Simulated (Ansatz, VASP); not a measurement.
**CsSnI3 in VASP and in Ansatz**

INCAR

```
ALGO     = Normal         # electronic algorithm
EDIFF    = 1E-6           # SCF threshold, eV
ENCUT    = 520            # plane-wave cutoff, eV
GGA      = PE             # functional
ISIF     = 2              # what is computed and relaxed
ISMEAR   = -1             # smearing method
LASPH    = True           # aspherical terms in the spheres
LCHARG   = False          # write CHGCAR
LREAL    = False          # projectors in reciprocal space
LWAVE    = False          # write WAVECAR
NBANDS   = 30             # bands
NELM     = 80             # most SCF steps
PREC     = Accurate       # precision mode
SIGMA    = 0.02           # smearing width, eV
```

Contents of KPOINTS:

```
k-points
0
Gamma
  4 4 4
```

Contents of POSCAR:

```
CsSnI3
1.0
    6.4911503330      0.0000000000      0.0000000000
    0.0000000000      6.4911503330      0.0000000000
    0.0000000000      0.0000000000      6.1807449835
Cs Sn I
1 1 3
Direct
    0.0000000000      0.0000000000      0.0000000000
    0.5000000000      0.5000000000      0.5000000000
    0.5000000000      0.5000000000      0.0000000000
    0.5000000000      0.0000000000      0.5000000000
    0.0000000000      0.5000000000      0.5000000000
```

Input for Ansatz:

```yaml
crystal:
  lattice:
    - [6.491150333, 0.0, 0.0]
    - [0.0, 6.491150333, 0.0]
    - [0.0, 0.0, 6.1807449835]
  atoms:
    - { symbol: Cs, position: [0.0, 0.0, 0.0] }
    - { symbol: Sn, position: [0.5, 0.5, 0.5] }
    - { symbol: I, position: [0.5, 0.5, 0.0] }
    - { symbol: I, position: [0.5, 0.0, 0.5] }
    - { symbol: I, position: [0.0, 0.5, 0.5] }
kpoints:
  mp_grid: { grid: [4, 4, 4] }
  band_path:
    path: [[0.0, 0.0, 0.0], [0.0, 0.5, 0.0], [0.5, 0.5, 0.0], [0.5, 0.5, 0.5]]
    npoints: 1
hamiltonian:
  xc: pbe
scf:
  occupations: { method: fermi_dirac, width: 0.02 }
  n_extra_bands: 5
output:
  forces: true
  stress: true
  eigenvalues: true
  write_density: true
  write_potential: true
  elf: true
  volumetric_format: npy
```

Change from the starting cell: epitaxial_xy strain +4.0%.

Alike in both runs: task single point; functional PBE; k mesh 4 × 4 × 4; occupations fermi-dirac, width 0.02 eV; no spin polarisation.

|  | VASP | Ansatz |
| --- | --- | --- |
| version | VASP 6.6.1 | Ansatz 0.2.0 |
| potentials or method | VASP PAW PBE potentials, release 64 (Cs_sv, Sn_d, I) | plane waves, PAW |
| plane-wave cutoff (eV) | 520 | 420 |
| valence electrons in the cell | 44 | 74 |

|  | VASP | Ansatz | Ansatz less VASP |
| --- | --- | --- | --- |
| pressure (GPa) | -0.5 | -0.5 | +0.01 |
| traceless stress, the component that is largest in VASP (GPa) | 0.93 | 0.93 | -0.002 |

VASP's potentials hold 44 valence electrons a cell and Ansatz's 74, so a difference there can come from the potentials and not from the codes.

Spin-orbit coupling is off throughout.
